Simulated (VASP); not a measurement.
# Re (P6_3/mmc) in VASP: single point with PBE

Aim: the single point of Re with PBE.

Program: VASP 6.6.1. These are calculated values, not measurements. Logs are shortened: lines on timing, memory, paths and dates and some standing lists are left out, and cuts for length are marked.

### Step 1. The cell of the first run

Symmetry: P6_3/mmc, No. 194, hexagonal system. The conventional cell has a = 2.765 Å, b = 2.765 Å, c = 4.474 Å, α = 90.00°, β = 90.00°, γ = 120.00°. Within 3.6 Å of Re (site symmetry -6m2) lie 12 Re at 2.75 to 2.77 Å.

### Step 2. Single point, PBE

INCAR

```
SYSTEM = Re
  PREC = Accurate
  ENCUT = 520
  EDIFF = 1E-6
  ISMEAR = 0
  SIGMA = 0.15
  LREAL = .FALSE.
  LASPH = .TRUE.
  NELM = 100
  ALGO = Fast
  ISIF = 2
  LWAVE = .FALSE.
  LCHARG = .FALSE.
  GGA = PE
  NBANDS = 14
```

KPOINTS

```
regular mesh
0
G
  21 21 12
  0 0 0
```

POSCAR

```
Re
1.0
    2.7653363785      0.0000000000      0.0000000000
   -1.3826681893      2.3948515538      0.0000000000
    0.0000000000      0.0000000000      4.4735766300
Re
2
Direct
    0.3333333333      0.6666666667      0.2500000000
    0.6666666667      0.3333333333      0.7500000000
```

Potentials or basis: VASP PAW PBE potentials, release 64 (Re).

The run is started by

```
$ cat potpaw_PBE.64/Re/POTCAR > POTCAR
$ mpirun -np 1 vasp_std > vasp.out
```

OUTCAR:

```text
SYSTEM = Re
   PREC = Accurate
   ENCUT = 520
   EDIFF = 1E-6
   ISMEAR = 0
   LREAL = .FALSE.
   LASPH = .TRUE.
   NELM = 100
   ISIF = 2
   GGA = PE

 ion  position               nearest neighbor table
   1  0.333  0.667  0.250-   2 2.75   2 2.75   2 2.75   2 2.75   2 2.75   2 2.75
   2  0.667  0.333  0.750-   1 2.75   1 2.75   1 2.75   1 2.75   1 2.75   1 2.75

  LATTYP: Found a hexagonal cell.
 ALAT       =     2.7653363785
 C/A-ratio  =     1.6177332583

  Lattice vectors:

 A1 = (   2.7653363785,   0.0000000000,   0.0000000000)
 A2 = (  -1.3826681893,   2.3948515538,   0.0000000000)
 A3 = (   0.0000000000,   0.0000000000,   4.4735766300)

Analysis of symmetry for initial positions (statically):
=====================================================================
 Subroutine PRICEL returns:
 Original cell was already a primitive cell.

 Routine SETGRP: Setting up the symmetry group for a
 hexagonal supercell.

 Subroutine GETGRP returns: Found 24 space group operations
 (whereof 12 operations were pure point group operations)
 out of a pool of 24 trial point group operations.

The static configuration has the point symmetry D_3d.
 The point group associated with its full space group is D_6h.

Analysis of symmetry for dynamics (positions and initial velocities):
=====================================================================
 Subroutine PRICEL returns:
 Original cell was already a primitive cell.

 Routine SETGRP: Setting up the symmetry group for a
 hexagonal supercell.

 Subroutine GETGRP returns: Found 24 space group operations
 (whereof 12 operations were pure point group operations)
 out of a pool of 24 trial point group operations.

The dynamic configuration has the point symmetry D_3d.
 The point group associated with its full space group is D_6h.

 Subroutine INISYM returns: Found 24 space group operations
 (whereof 12 operations are pure point group operations),
 and found     1 'primitive' translations

----------------------------------------------------------------------------------------

                                     Primitive cell

  volume of cell :      29.6266

  direct lattice vectors                    reciprocal lattice vectors
     2.765336378  0.000000000  0.000000000     0.361619660  0.208781208  0.000000000
    -1.382668189  2.394851554  0.000000000     0.000000000  0.417562416  0.000000000
     0.000000000  0.000000000  4.473576630     0.000000000  0.000000000  0.223534787

  length of vectors
     2.765336378  2.765336379  4.473576630     0.417562416  0.417562416  0.223534787

  position of ions in fractional coordinates (direct lattice)
     0.333333333  0.666666667  0.250000000
     0.666666667  0.333333333  0.750000000

  ion indices of the primitive-cell ions
   primitive index   ion index
                 1           1
                 2           2

----------------------------------------------------------------------------------------

 KPOINTS: regular mesh

Automatic generation of k-mesh.
 Grid dimensions read from file:
 generate k-points for:   21   21   12

 Generating k-lattice:

  Cartesian coordinates                     Fractional coordinates (reciprocal lattice)
     0.017219984  0.009941962  0.000000000     0.047619048 -0.000000000  0.000000000
     0.000000000  0.019883925  0.000000000     0.000000000  0.047619048  0.000000000
     0.000000000  0.000000000  0.018627899     0.000000000  0.000000000  0.083333333

  Length of vectors
     0.019883925  0.019883925  0.018627899

  Shift w.r.t. Gamma in fractional coordinates (k-lattice)
     0.000000000  0.000000000  0.000000000

 Subroutine IBZKPT returns following result:
 ===========================================

 Found    336 irreducible k-points:

 Following reciprocal coordinates:
            Coordinates               Weight
  0.000000  0.000000  0.000000      1.000000
  0.047619 -0.000000  0.000000      6.000000
  0.095238 -0.000000  0.000000      6.000000
  0.142857 -0.000000  0.000000      6.000000
  0.190476 -0.000000  0.000000      6.000000
  0.238095 -0.000000  0.000000      6.000000
[... 16 lines left out ...]
  0.142857  0.095238  0.000000     12.000000
  0.190476  0.095238  0.000000     12.000000
 [... further k-points ...]
   k-points           NKPTS =    336   k-points in BZ     NKDIM =    336   number of bands    NBANDS=     14
   number of dos      NEDOS =    301   number of ions     NIONS =      2
   total plane-waves  NPLWV =  20736
   dimension x,y,z NGX =    24 NGY =   24 NGZ =   36
   dimension x,y,z NGXF=    48 NGYF=   48 NGZF=   72
   ions per type =               2
   NGX,Y,Z   is equivalent  to a cutoff of  14.43, 14.43, 13.38 a.u.
   NGXF,Y,Z  is equivalent  to a cutoff of  28.86, 28.86, 26.76 a.u.
 SYSTEM =  Re
   PREC   = accura    normal or accurate (medium, high low for compatibility)
   ISTART =      0    job   : 0-new  1-cont  2-samecut
   ICHARG =      2    charge: 1-file 2-atom 10-const
   ISPIN  =      1    spin polarized calculation?
   LNONCOLLINEAR =      F non collinear calculations
   LSORBIT =      F    spin-orbit coupling
   LASPH  =      T    aspherical Exc in radial PAW
   ENCUT  =  520.0 eV  38.22 Ry    6.18 a.u.   5.14  5.14  8.32*2*pi/ulx,y,z
   NELM   =    100;   NELMIN=  2; NELMDL= -5     # of ELM steps
   EDIFF  = 0.1E-05   stopping-criterion for ELM
   LREAL  =      F    real-space projection
   EDIFFG = 0.1E-04   stopping-criterion for IOM
   NSW    =      0    number of steps for IOM
   IBRION =     -1    ionic relax: 0-MD 1-quasi-New 2-CG
   NFREE  =      0    steps in history (QN), initial steepest desc. (CG)
   ISIF   =      2    stress and relaxation
   ISYM   =      2    0-nonsym 1-usesym 2-fastsym
   POTIM  = 0.5000    time-step for ionic-motion
   TEBEG  =    0.0;   TEEND  =   0.0 temperature during run
   PSTRESS=    0.0 pullay stress
   NELECT =      14.0000    total number of electrons
   NUPDOWN=      -1.0000    fix difference up-down
   EMIN   =  10.00;   EMAX   =-10.00  energy-range for DOS
   EFERMI =   0.00;   METHOD = LEGACY
   ISMEAR =     0;   SIGMA  =   0.15  broadening in eV -4-tet -1-fermi 0-gaus
   EFERMI_NEDOS =   21; number of points for ismear=-14 and -15
   IALGO  =     68    algorithm
   IMIX   =      4    mixing-type and parameters
     AMIX     =   0.40;   BMIX     =  1.00
     AMIX_MAG =   1.60;   BMIX_MAG =  1.00
  volume/ion in A,a.u.               =      14.81        99.96
  Fermi-wavevector in a.u.,A,eV,Ry     =   1.275138  2.409661 22.122743  1.625976
  Thomas-Fermi vector in A             =   2.407867
   LORBIT       =      0    0 simple, 1 ext, 2 COOP (PROOUT), +10 PAW based schemes
   GGA     = PE    functional components
   LHFCALC =     F    Hartree Fock is set to
   AEXX    =    0.0000 exact exchange contribution
   IVDW    =     0    specifies the selected vdW correction
   LEPSILON=     F    determine dielectric tensor
   LRPA    =     F    only Hartree local field effects (RPA)
 non-spin polarized calculation
 RMM-DIIS sequential band-by-band and
 Gauss-broadening in eV      SIGMA  =   0.15
  energy-cutoff  :      520.00
  volume of cell :       29.63
 maximum number of plane-waves:       814
 NGX is ok and might be reduce to    24
   NGX = 11   NGY = 11   NGZ = 17

 number of electron      14.0000000 magnetization

 Free energy of the ion-electron system (eV)
  ---------------------------------------------------
  ext. energy  EPLUGINS =         0.00000000
  ---------------------------------------------------
  free energy    TOTEN  =       -24.85780965 eV

  energy without entropy =      -24.83950858  energy(sigma->0) =      -24.84865911

 E-fermi :   7.7995     XC(G=0): -13.6931

 val. band max:        7.7945843703   @ k =   0.1429   0.1429   0.0000
 cond. band min:       7.8006753321   @ k =   0.4286   0.0476   0.1667
 fundamental gap:      0.0060909618
 Fermi energy:         7.7994988604

 k-point     1 :       0.0000    0.0000    0.0000
  band No.  band energies     occupation
      1      -2.0175      2.00000
      2       1.2270      2.00000
      3       6.2204      2.00000
      4       6.2456      2.00000
      5       6.2456      2.00000
      6       7.0680      2.00000
      7       7.0680      2.00000
      8       8.0069      0.05058
      9       8.0069      0.05058
     10       8.3859      0.00000
     11      11.1370      0.00000
     12      11.1370      0.00000
     13      17.7107      0.00000
     14      21.9505      0.00000

 k-point     2 :       0.0476   -0.0000    0.0000
  band No.  band energies     occupation
      1      -1.9247      2.00000
      2       1.3149      2.00000
      3       5.9297      2.00000
      4       6.3302      2.00000
      5       6.5048      2.00000
      6       6.9998      2.00000
      7       7.1481      2.00000
      8       7.8277      0.79037
      9       7.9339      0.20500
     10       8.1278      0.00197
     11      11.1863      0.00000
     12      11.5785      0.00000
     13      17.7066      0.00000
     14      22.1581      0.00000

 k-point     3 :       0.0952   -0.0000    0.0000
  band No.  band energies     occupation
      1      -1.6520      2.00000
      2       1.5670      2.00000
      3       5.5783      2.00000
      4       6.5821      2.00000
      5       6.7178      2.00000
      6       6.8843      2.00000
      7       7.1026      2.00000
      8       7.3858      1.99990
      9       7.7361      1.45003
     10       7.9199      0.25617
     11      11.3151      0.00000
     12      12.5311      0.00000
     13      17.6785      0.00000
     14      22.7455      0.00000
[... 324 lines left out ...]
 k-point    23 :       0.1429    0.0952    0.0000
  band No.  band energies     occupation
      1      -0.4077      2.00000
      2       2.5776      2.00000
      3       4.6500      2.00000
      4       5.2099      2.00000
      5       6.2062      2.00000
      6       6.6404      2.00000
      7       7.5267      1.98988
      8       7.7302      1.48668
      9       7.8947      0.36954
     10       8.7149      0.00000
     11      11.5920      0.00000
     12      15.3342      0.00000
     13      17.3821      0.00000
     14      24.2075      0.00000

 k-point    24 :       0.1905    0.0952    0.0000
  band No.  band energies     occupation
      1       0.2343      2.00000
      2       2.8841      2.00000
      3       4.4699      2.00000
      4       4.5342      2.00000
      5       6.0601      2.00000
      6       6.3476      2.00000
      7       7.4967      1.99569
      8       7.9684      0.11130
      9       8.6268      0.00000
     10       9.4490      0.00000
     11      11.6883      0.00000
     12      16.4698      0.00000
     13      17.1979      0.00000
     14      23.1134      0.00000

 [... further k-points ...]

------------------------ aborting loop because EDIFF is reached ----------------------------------------

  FORCE on cell =-STRESS in cart. coord.  units (eV):
  Direction    XX          YY          ZZ          XY          YZ          ZX
  --------------------------------------------------------------------------------------
  -------------------------------------------------------------------------------------
  Total        0.6140422      0.6140422      0.4241922     -0.0000000      0.0000000     -0.0000000
  in kB       33.2068232     33.2068232     22.9399177     -0.0000000      0.0000000     -0.0000000
  external PRESSURE =      29.7845213 kB  Pullay stress =       0.0000000 kB

 VOLUME and BASIS-vectors are now :
 -----------------------------------------------------------------------------
  energy-cutoff  :      520.00
  volume of cell :       29.63
      direct lattice vectors                 reciprocal lattice vectors
     2.765336378  0.000000000  0.000000000     0.361619660  0.208781208  0.000000000
    -1.382668189  2.394851554  0.000000000     0.000000000  0.417562416  0.000000000
     0.000000000  0.000000000  4.473576630     0.000000000  0.000000000  0.223534787

 POSITION                                       TOTAL-FORCE (eV/Angst)
 -----------------------------------------------------------------------------------
     -0.00000      1.59657      1.11839         0.000000     -0.000000      0.000000
      1.38267      0.79828      3.35518        -0.000000      0.000000      0.000000
 -----------------------------------------------------------------------------------
    total drift:                                0.000000     -0.000000     -0.000000

  FREE ENERGIE OF THE ION-ELECTRON SYSTEM (eV)
  ---------------------------------------------------
  free  energy   TOTEN  =       -24.8578096461 eV

  energy  without entropy=      -24.8395085754  energy(sigma->0) =      -24.84865911
```

Run time: 1.8 min. Hardware: 1 thread of Intel Xeon Platinum 8259CL at 2.50GHz (Skylake/Cascade Lake), shared host; peak memory 0.25 GiB.

Results:

```yaml
Free_energy: -24.8578 eV
Pressure: 3.0 GPa
Band_gap_on_the_k_mesh: zero (bands 7 and 8 overlap by 3.20 eV)
```

Stress tensor (GPa, compression positive):
```
3.32 0.00 0.00
0.00 3.32 0.00
0.00 0.00 2.29
```

Caveat: spin-orbit coupling is left out, which moves the levels of the heavy elements.
